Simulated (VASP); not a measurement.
# Ni (Fm-3m) in VASP: relaxation of cell and atoms with PBE

Aim: the relaxation of cell and atoms of Ni with PBE.

All numbers are computed with VASP 6.6.1; they aren't measurements. Logs are shortened: lines on timing, memory, paths and dates and some standing lists are left out, and cuts for length are marked.

**1. The cell of the first run**

The structure is cubic, space group Fm-3m (No. 225). Conventional cell: a = 3.519 Å, b = 3.519 Å, c = 3.519 Å, α = 90.00°, β = 90.00°, γ = 90.00°. Ni (site symmetry m-3m) has 12 Ni at 2.49 Å within 3.3 Å.

**2. Relaxation of cell and atoms, PBE, collinear spin, ferromagnetic start**

File INCAR:

```
SYSTEM = Ni
PREC = Accurate ; ENCUT = 600
EDIFF = 1E-7 ; ISMEAR = -1
SIGMA = 0.08 ; LREAL = .FALSE.
LASPH = .TRUE. ; NELM = 150
ALGO = Normal ; ISIF = 3
LWAVE = .FALSE. ; LCHARG = .FALSE.
ISPIN = 2 ; MAGMOM = 1
LORBIT = 11 ; LMAXMIX = 4
GGA = PE ; IBRION = 2
NSW = 60 ; EDIFFG = -0.005
```

File KPOINTS:

```
regular mesh
0
G
  19 19 19
  0 0 0
```

File POSCAR:

```
Ni
1.0
    0.0000000000      1.7597012234      1.7597012234
    1.7597012234      0.0000000000      1.7597012234
    1.7597012234      1.7597012234      0.0000000000
Ni
1
Direct
    0.0000000000      0.0000000000      0.0000000000
```

Potentials or basis: VASP PAW PBE potentials, release 64 (Ni).

Command:

```sh
cat potpaw_PBE.64/Ni/POTCAR > POTCAR
mpirun -np 1 vasp_std > vasp.out
```

OUTCAR:

```text
SYSTEM = Ni
   PREC = Accurate
   ENCUT = 600
   EDIFF = 1E-7
   ISMEAR = -1
   LREAL = .FALSE.
   LASPH = .TRUE.
   NELM = 150
   ISIF = 3
   ISPIN = 2
   LORBIT = 11
   GGA = PE
   IBRION = 2
   NSW = 60
   EDIFFG = -0.005

 ion  position               nearest neighbor table
   1  0.000  0.000  0.000-

  LATTYP: Found a face centered cubic cell.
 ALAT       =     3.5194024468

  Lattice vectors:

 A1 = (   0.0000000000,   1.7597012234,   1.7597012234)
 A2 = (   1.7597012234,   0.0000000000,   1.7597012234)
 A3 = (   1.7597012234,   1.7597012234,   0.0000000000)

Analysis of symmetry for initial positions (statically):
=====================================================================
 Subroutine PRICEL returns:
 Original cell was already a primitive cell.

 Routine SETGRP: Setting up the symmetry group for a
 face centered cubic supercell.

 Subroutine GETGRP returns: Found 48 space group operations
 (whereof 48 operations were pure point group operations)
 out of a pool of 48 trial point group operations.

The static configuration has the point symmetry O_h .

Analysis of symmetry for dynamics (positions and initial velocities):
=====================================================================
 Subroutine PRICEL returns:
 Original cell was already a primitive cell.

 Routine SETGRP: Setting up the symmetry group for a
 face centered cubic supercell.

 Subroutine GETGRP returns: Found 48 space group operations
 (whereof 48 operations were pure point group operations)
 out of a pool of 48 trial point group operations.

The dynamic configuration has the point symmetry O_h .

Analysis of structural, dynamic, and magnetic symmetry:
=====================================================================
 Subroutine PRICEL returns:
 Original cell was already a primitive cell.

 Routine SETGRP: Setting up the symmetry group for a
 face centered cubic supercell.

 Subroutine GETGRP returns: Found 48 space group operations
 (whereof 48 operations were pure point group operations)
 out of a pool of 48 trial point group operations.

The overall configuration has the point symmetry O_h .

 Subroutine INISYM returns: Found 48 space group operations
 (whereof 48 operations are pure point group operations),
 and found     1 'primitive' translations

----------------------------------------------------------------------------------------

                                     Primitive cell

  volume of cell :      10.8980

  direct lattice vectors                    reciprocal lattice vectors
[... 113 lines left out ...]
   IVDW    =     0    specifies the selected vdW correction
   LEPSILON=     F    determine dielectric tensor
   LRPA    =     F    only Hartree local field effects (RPA)
 conjugate gradient relaxation of ions
 spin polarized calculation
  energy-cutoff  :      600.00
  volume of cell :       10.90
 maximum number of plane-waves:       376
   NGX =  9   NGY =  9   NGZ =  9

 number of electron      10.0000009 magnetization       0.6194336

 Free energy of the ion-electron system (eV)
  ---------------------------------------------------
  ext. energy  EPLUGINS =         0.00000000
  ---------------------------------------------------
  free energy    TOTEN  =        -5.48752985 eV

  energy without entropy =       -5.45108005  energy(sigma->0) =       -5.46930495

 E-fermi :   9.3463     XC(G=0): -13.2455

 val. band max:        9.3451534093   @ k =   0.4211   0.2632   0.1053
 cond. band min:       9.3485806245   @ k =  -0.4737   0.2105   0.1053
 fundamental gap:      0.0034272152
 Fermi energy:         9.3462921209

 spin component 1

 k-point     1 :       0.0000    0.0000    0.0000
  band No.  band energies     occupation
      1       0.3540      1.00000
      2       6.9325      1.00000
      3       6.9325      1.00000
      4       6.9325      1.00000
      5       8.0977      1.00000
      6       8.0977      1.00000
      7      33.0628      0.00000
      8      36.9085      0.00000
      9      36.9085      0.00000
     10      36.9085      0.00000
[... 287 lines left out ...]
 k-point    24 :      -0.2632    0.0526    0.0000
  band No.  band energies     occupation
      1       3.1376      1.00000
      2       6.5998      1.00000
      3       7.1281      1.00000
      4       7.1773      1.00000
      5       8.1162      1.00000
      6       8.4320      0.99999
      7      22.3362      0.00000
      8      31.2433      0.00000
      9      34.2803      0.00000
     10      36.3939      0.00000

 [... further k-points ...]

 spin component 2

 k-point     1 :       0.0000    0.0000    0.0000
  band No.  band energies     occupation
      1       0.3195      1.00000
      2       7.6715      1.00000
      3       7.6716      1.00000
      4       7.6716      1.00000
      5       8.6860      0.99974
      6       8.6860      0.99974
      7      32.9001      0.00000
      8      36.8923      0.00000
      9      36.8923      0.00000
     10      36.8923      0.00000
[... 287 lines left out ...]
 k-point    24 :      -0.2632    0.0526    0.0000
  band No.  band energies     occupation
      1       3.1598      1.00000
      2       7.1983      1.00000
      3       7.7856      1.00000
      4       7.8410      1.00000
      5       8.7895      0.99905
      6       9.1082      0.95150
      7      22.4947      0.00000
      8      31.2465      0.00000
      9      34.2509      0.00000
     10      36.4942      0.00000

 [... further k-points ...]
[... 5 lines left out ...]
  --------------------------------------------------------------------------------------
  -------------------------------------------------------------------------------------
  Total       -0.0017233     -0.0017233     -0.0017233      0.0000000      0.0000000      0.0000000
  in kB       -0.2533544     -0.2533544     -0.2533544      0.0000000      0.0000000      0.0000000
  external PRESSURE =      -0.2533544 kB  Pullay stress =       0.0000000 kB

 VOLUME and BASIS-vectors are now :
 -----------------------------------------------------------------------------
  energy-cutoff  :      600.00
  volume of cell :       10.90
      direct lattice vectors                 reciprocal lattice vectors
     0.000000000  1.759701223  1.759701223    -0.284139144  0.284139144  0.284139144
     1.759701223  0.000000000  1.759701223     0.284139144 -0.284139144  0.284139144
     1.759701223  1.759701223  0.000000000     0.284139144  0.284139144 -0.284139144

 POSITION                                       TOTAL-FORCE (eV/Angst)
 -----------------------------------------------------------------------------------
      0.00000      0.00000      0.00000         0.000000      0.000000      0.000000
 -----------------------------------------------------------------------------------
    total drift:                                0.000000      0.000000      0.000000

  FREE ENERGIE OF THE ION-ELECTRON SYSTEM (eV)
  ---------------------------------------------------
  free  energy   TOTEN  =        -5.4875298468 eV

  energy  without entropy=       -5.4510800482  energy(sigma->0) =       -5.46930495

 reached required accuracy - stopping structural energy minimisation

 total charge

# of ion       s       p       d       tot
------------------------------------------
    1        0.497   0.496   8.314   9.307

 magnetization (x)

# of ion       s       p       d       tot
------------------------------------------
    1       -0.006  -0.025   0.662   0.631
```

CONTCAR:

```text
Ni
   1.00000000000000
     0.0000000000000000    1.7597012234000000    1.7597012234000000
     1.7597012234000000    0.0000000000000000    1.7597012234000000
     1.7597012234000000    1.7597012234000000    0.0000000000000000
  Ni
     1
Direct
     0.0000000000000000    0.0000000000000000    0.0000000000000000

  0.00000000E+00  0.00000000E+00  0.00000000E+00
```

Wall time 29 s (1 thread of Intel Xeon 6975P-C, shared host); peak memory 0.17 GiB.

What came out:

```yaml
Free_energy: -5.4875 eV
Pressure_after_relaxing: 0.0 GPa
Net_moment: 0.62 μB per cell
Site_moments: Ni +0.63 μB
Valence_electrons_inside_the_program's_atomic_spheres: Ni 9.31
```

Final structure:
```xyz
1
Lattice="0.0000 1.7597 1.7597 1.7597 0.0000 1.7597 1.7597 1.7597 0.0000" Properties=species:S:1:pos:R:3 pbc="T T T"
Ni    0.0000    0.0000    0.0000
```

Caveat: the relaxation stopped at its first step, so nothing moved.
